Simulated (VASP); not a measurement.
Crystal: Mo.

```xyz
1
Lattice="-1.5566 1.5566 1.5566 1.5566 -1.5566 1.5566 1.5566 1.5566 -1.5566" Properties=species:S:1:pos:R:3 pbc="T T T"
Mo    0.0000    0.0000    0.0000
```

Base run:

- Program: VASP 6.6.1
- Functional: LDA
- Potentials or basis: VASP PAW LDA potentials, release 64 (Mo_sv)
- Cutoff: 520 eV
- k mesh: 14 × 14 × 14
- Occupations: fermi-dirac, width 0.1 eV
- Spin: no spin polarisation

Its results: band gap on the k mesh zero (band 7 reaches 17.26 eV, above the bottom of band 8 at 11.60 eV); pressure 1.2 GPa.

Task: The run is repeated on the same cell with these changes: k mesh from 14 × 14 × 14 to 23 × 23 × 23. What comes out?

Result: Band gap on the k mesh zero (band 7 reaches 17.13 eV, above the bottom of band 8 at 11.60 eV); pressure 0.8 GPa.
